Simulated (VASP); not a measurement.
# NbC (I4/mmm) in VASP: a series of runs

The runs below take NbC through single point, with PBEsol.

All numbers are computed with VASP 6.6.1; they aren't measurements. Logs are shortened: lines on timing, memory, paths and dates and some standing lists are left out, and cuts for length are marked.

### 1 The cell of the first run

It takes space group I4/mmm (No. 139, tetragonal). Conventional cell: a = 3.049 Å, b = 3.049 Å, c = 4.400 Å, α = 90.00°, β = 90.00°, γ = 90.00°. Within 2.9 Å of Nb (site symmetry 4/mmm) lie 6 C at 2.16 to 2.20 Å. Within 2.9 Å of C (site symmetry 4/mmm) lie 6 Nb at 2.16 to 2.20 Å.

### 2 Single point, PBEsol (equal xx and yy strain of -2 %)

File INCAR:

```
SYSTEM = NbC
PREC = Accurate
ENCUT = 600
EDIFF = 1E-6
ISMEAR = -1
SIGMA = 0.08
LREAL = .FALSE.
LASPH = .TRUE.
NELM = 120
ALGO = Normal
ISIF = 2
LWAVE = .FALSE.
LCHARG = .FALSE.
GGA = PS
NBANDS = 16
GGA_COMPAT = .FALSE.
```

File KPOINTS:

```
Automatic mesh
0
G
  14 14 14
  0 0 0
```

File POSCAR:

```
NbC
1.0
    0.0000000000      2.1560000000      2.2000000000
    2.1560000000      0.0000000000      2.2000000000
    2.1560000000      2.1560000000      0.0000000000
Nb C
1 1
Direct
    0.0000000000      0.0000000000      0.0000000000
    0.5000000000      0.5000000000      0.5000000000
```

Potentials or basis: VASP PAW PBE potentials, release 64 (Nb_sv, C).

Command:

```bash
> cat potpaw_PBE.64/Nb_sv/POTCAR potpaw_PBE.64/C/POTCAR > POTCAR
> mpirun -np 1 vasp_std > vasp.out
```

OUTCAR:

```text
SYSTEM = NbC
   PREC = Accurate
   ENCUT = 600
   EDIFF = 1E-6
   ISMEAR = -1
   LREAL = .FALSE.
   LASPH = .TRUE.
   NELM = 120
   ISIF = 2
   GGA = PS

 ion  position               nearest neighbor table
   1  0.000  0.000  0.000-   2 2.16   2 2.16   2 2.16   2 2.16   2 2.20   2 2.20
   2  0.500  0.500  0.500-   1 2.16   1 2.16   1 2.16   1 2.16   1 2.20   1 2.20

  LATTYP: Found a body centered tetragonal cell.
 ALAT       =     3.0490444405
 C/A-ratio  =     1.4430750636

  Lattice vectors:

 A1 = (  -2.1560000000,   0.0000000000,   2.2000000000)
 A2 = (   2.1560000000,   0.0000000000,   2.2000000000)
 A3 = (   0.0000000000,   2.1560000000,  -2.2000000000)

Analysis of symmetry for initial positions (statically):
=====================================================================
 Subroutine PRICEL returns:
 Original cell was already a primitive cell.

 Routine SETGRP: Setting up the symmetry group for a
 body centered tetragonal supercell.

 Subroutine GETGRP returns: Found 16 space group operations
 (whereof 16 operations were pure point group operations)
 out of a pool of 16 trial point group operations.

The static configuration has the point symmetry D_4h.

Analysis of symmetry for dynamics (positions and initial velocities):
=====================================================================
 Subroutine PRICEL returns:
 Original cell was already a primitive cell.

 Routine SETGRP: Setting up the symmetry group for a
 body centered tetragonal supercell.

 Subroutine GETGRP returns: Found 16 space group operations
 (whereof 16 operations were pure point group operations)
 out of a pool of 16 trial point group operations.

The dynamic configuration has the point symmetry D_4h.

 Subroutine INISYM returns: Found 16 space group operations
 (whereof 16 operations are pure point group operations),
 and found     1 'primitive' translations

----------------------------------------------------------------------------------------

                                     Primitive cell

  volume of cell :      20.4527

  direct lattice vectors                    reciprocal lattice vectors
     0.000000000  2.156000000  2.200000000    -0.231910946  0.231910946  0.227272727
     2.156000000  0.000000000  2.200000000     0.231910946 -0.231910946  0.227272727
     2.156000000  2.156000000  0.000000000     0.231910946  0.231910946 -0.227272727

  length of vectors
     3.080314270  3.080314270  3.049044440     0.399021637  0.399021637  0.399021637

[... 74 lines left out ...]
   ISPIN  =      1    spin polarized calculation?
   LNONCOLLINEAR =      F non collinear calculations
   LSORBIT =      F    spin-orbit coupling
   LASPH  =      T    aspherical Exc in radial PAW
   ENCUT  =  600.0 eV  44.10 Ry    6.64 a.u.   6.15  6.15  6.09*2*pi/ulx,y,z
   NELM   =    120;   NELMIN=  2; NELMDL= -5     # of ELM steps
   EDIFF  = 0.1E-05   stopping-criterion for ELM
   LREAL  =      F    real-space projection
[... 7 lines left out ...]
   TEBEG  =    0.0;   TEEND  =   0.0 temperature during run
   PSTRESS=    0.0 pullay stress
   NELECT =      17.0000    total number of electrons
   NUPDOWN=      -1.0000    fix difference up-down
   EMIN   =  10.00;   EMAX   =-10.00  energy-range for DOS
   EFERMI =   0.00;   METHOD = LEGACY
   ISMEAR =    -1;   SIGMA  =   0.08  broadening in eV -4-tet -1-fermi 0-gaus
   EFERMI_NEDOS =   21; number of points for ismear=-14 and -15
   IALGO  =     38    algorithm
   IMIX   =      4    mixing-type and parameters
     AMIX     =   0.40;   BMIX     =  1.00
     AMIX_MAG =   1.60;   BMIX_MAG =  1.00
  volume/ion in A,a.u.               =      10.23        69.01
  Fermi-wavevector in a.u.,A,eV,Ry     =   1.539245  2.908751 32.235944  2.369275
  Thomas-Fermi vector in A             =   2.645500
   LORBIT       =      0    0 simple, 1 ext, 2 COOP (PROOUT), +10 PAW based schemes
   GGA     = PS    functional components
   LHFCALC =     F    Hartree Fock is set to
   AEXX    =    0.0000 exact exchange contribution
   IVDW    =     0    specifies the selected vdW correction
   LEPSILON=     F    determine dielectric tensor
   LRPA    =     F    only Hartree local field effects (RPA)
 non-spin polarized calculation
  energy-cutoff  :      600.00
  volume of cell :       20.45
 maximum number of plane-waves:       694
 NGX is ok and might be reduce to    28
   NGX = 13   NGY = 13   NGZ = 13

 number of electron      17.0000000 magnetization

 Free energy of the ion-electron system (eV)
  ---------------------------------------------------
  ext. energy  EPLUGINS =         0.00000000
  ---------------------------------------------------
  free energy    TOTEN  =       -21.72787482 eV

  energy without entropy =      -21.71477263  energy(sigma->0) =      -21.72132373

 E-fermi :  13.8234     XC(G=0): -13.6909

 val. band max:       13.8171970190   @ k =  -0.3571   0.5000   0.1429
 cond. band min:      13.8433508194   @ k =   0.5000   0.0000   0.2143
 fundamental gap:      0.0261538004
 Fermi energy:        13.8234016948

 k-point     1 :       0.0000    0.0000    0.0000
  band No.  band energies     occupation
      1     -41.7011      2.00000
      2     -17.3585      2.00000
      3     -17.3558      2.00000
      4     -17.3558      2.00000
      5      -0.0947      2.00000
      6      12.1314      2.00000
[... 433 lines left out ...]
      3     -17.4875      2.00000
      4     -17.4829      2.00000
      5       1.5336      2.00000
      6       8.1514      2.00000
[... 8 lines left out ...]
     15      27.4422      0.00000
     16      30.9712      0.00000

 [... further k-points ...]

------------------------ aborting loop because EDIFF is reached ----------------------------------------

  FORCE on cell =-STRESS in cart. coord.  units (eV):
  Direction    XX          YY          ZZ          XY          YZ          ZX
  --------------------------------------------------------------------------------------
  -------------------------------------------------------------------------------------
  Total        4.1856169      4.1856169      2.1523589      0.0000000      0.0000000      0.0000000
  in kB      327.8837305    327.8837305    168.6067966      0.0000000      0.0000000      0.0000000
  external PRESSURE =     274.7914192 kB  Pullay stress =       0.0000000 kB

 VOLUME and BASIS-vectors are now :
 -----------------------------------------------------------------------------
  energy-cutoff  :      600.00
  volume of cell :       20.45
      direct lattice vectors                 reciprocal lattice vectors
     0.000000000  2.156000000  2.200000000    -0.231910946  0.231910946  0.227272727
     2.156000000  0.000000000  2.200000000     0.231910946 -0.231910946  0.227272727
     2.156000000  2.156000000  0.000000000     0.231910946  0.231910946 -0.227272727

 POSITION                                       TOTAL-FORCE (eV/Angst)
 -----------------------------------------------------------------------------------
      0.00000      0.00000      0.00000        -0.000000     -0.000000      0.000000
      2.15600      2.15600      2.20000         0.000000      0.000000     -0.000000
 -----------------------------------------------------------------------------------
    total drift:                               -0.000000      0.000000      0.000000

  FREE ENERGIE OF THE ION-ELECTRON SYSTEM (eV)
  ---------------------------------------------------
  free  energy   TOTEN  =       -21.7278748200 eV

  energy  without entropy=      -21.7147726336  energy(sigma->0) =      -21.72132373
```

OSZICAR:

```text
N       E                     dE             d eps       ncg     rms          rms(c)
DAV:   1     0.150606595480E+03    0.15061E+03   -0.96424E+03  7840   0.120E+03
DAV:   2    -0.184692209407E+02   -0.16908E+03   -0.15997E+03  9008   0.399E+02
DAV:   3    -0.249588595753E+02   -0.64896E+01   -0.63331E+01 11616   0.711E+01
DAV:   4    -0.252648417356E+02   -0.30598E+00   -0.30558E+00 10040   0.136E+01
DAV:   5    -0.252709653052E+02   -0.61236E-02   -0.61222E-02 11576   0.185E+00    0.144E+01
DAV:   6    -0.217849114395E+02    0.34861E+01   -0.69421E+00 12496   0.285E+01    0.395E+00
DAV:   7    -0.217360936490E+02    0.48818E-01   -0.45282E-01  9736   0.638E+00    0.284E+00
DAV:   8    -0.217339858149E+02    0.21078E-02   -0.11164E-01 12160   0.298E+00    0.122E+00
DAV:   9    -0.217275556951E+02    0.64301E-02   -0.16246E-02  8752   0.101E+00    0.232E-01
DAV:  10    -0.217278950636E+02   -0.33937E-03   -0.14460E-03  9304   0.421E-01    0.575E-02
DAV:  11    -0.217278756670E+02    0.19397E-04   -0.61835E-05 10752   0.932E-02    0.979E-03
DAV:  12    -0.217278748200E+02    0.84708E-06   -0.20186E-06  8816   0.172E-02
   1 F= -.21727875E+02 E0= -.21721324E+02  d E =-.131022E-01
```

stdout:

```text
POSCAR found type information on POSCAR NbC
 POSCAR found :  2 types and       2 ions
 scaLAPACK will be used
 -----------------------------------------------------------------------------
|                                                                             |
|                                                                             |
|     You enforced a specific xc type in the INCAR file but a different       |
|     I HOPE YOU KNOW WHAT YOU ARE DOING!                                     |
|                                                                             |
 -----------------------------------------------------------------------------

 LDA part: xc-table for (Slater+PW92), standard interpolation
 POSCAR, INCAR and KPOINTS ok, starting setup
 FFT: planning ... GRIDC
 FFT: planning ... GRID_SOFT
 FFT: planning ... GRID
 WAVECAR not read
 entering main loop
```

Wall time 2.5 min (1 thread of Intel Xeon 8259CL, shared host); peak memory 0.23 GiB.

What came out:

```
Free energy            : -21.7279 eV
Pressure               : 27.5 GPa
Band gap on the k mesh : zero (an odd number of electrons rules out a gap without spin polarisation)
```

Stress tensor (GPa, compression positive):
```
32.79  0.00  0.00
 0.00 32.79  0.00
 0.00  0.00 16.86
```

Caveat: the cell differs from its parent crystal (equal xx and yy strain of -2 %); the stress differs along the axes, from 17 to 33 GPa; the PAW data sets were made with another functional, which shifts forces and pressure a little; an odd number of electrons without spin polarisation forces a metal; a magnetic or distorted state may lie lower.

### 3 Single point, PBEsol (equal xx and yy strain of +1 %)

File INCAR:

```
SYSTEM = NbC
PREC = Accurate
ENCUT = 600
EDIFF = 1E-6
ISMEAR = -1
SIGMA = 0.08
LREAL = .False.
LASPH = .True.
NELM = 120
ALGO = Normal
ISIF = 2
LWAVE = .False.
LCHARG = .True.
GGA = PS
LELF = .True.
LVHAR = .True.
NBANDS = 16
GGA_COMPAT = .False.
```

File KPOINTS:

```
regular mesh
0
Gamma
  14 14 14
  0 0 0
```

File POSCAR:

```
NbC
1.0
    0.0000000000      2.2220000000      2.2000000000
    2.2220000000      0.0000000000      2.2000000000
    2.2220000000      2.2220000000      0.0000000000
Nb C
1 1
Direct
    0.0000000000      0.0000000000      0.0000000000
    0.5000000000      0.5000000000      0.5000000000
```

Potentials or basis: VASP PAW PBE potentials, release 64 (Nb_sv, C).

Command:

```bash
> cat potpaw_PBE.64/Nb_sv/POTCAR potpaw_PBE.64/C/POTCAR > POTCAR
> mpirun -np 1 vasp_std > vasp.out
```

Wall time 3.3 min (1 thread of Intel Xeon 8259CL, shared host); peak memory 0.24 GiB.

It converged, with:

```yaml
Free_energy: -21.8602 eV
Pressure: 4.1 GPa
Band_gap_on_the_k_mesh: zero (an odd number of electrons rules out a gap without spin polarisation)
```

Stress tensor (GPa, compression positive):
```
2.02 0.00 0.00
0.00 2.02 0.00
0.00 0.00 8.41
```

Levels at points of the mesh, in eV from the Fermi level:
```
           k point  band 7  band 8  band 9  band 10  band 11  band 12
(0.00, 0.00, 0.00)   -1.45   -1.34   -0.29    -0.29    -0.23     0.28
(0.50, 0.00, 0.00)   -5.32   -5.30    2.17     2.25     3.69     5.77
(0.50, 0.50, 0.00)   -3.81   -1.39   -1.39     2.06     3.37     3.37
(0.50, 0.00, 0.50)   -3.94   -1.35   -1.29     2.05     3.31     3.42
```

Caveat: the cell differs from its parent crystal (equal xx and yy strain of +1 %); the stress differs along the axes, from 2 to 8 GPa; the PAW data sets were made with another functional, which shifts forces and pressure a little; an odd number of electrons without spin polarisation forces a metal; a magnetic or distorted state may lie lower.

The gap in the log of VASP goes by the Fermi energy; the results here count the filled bands.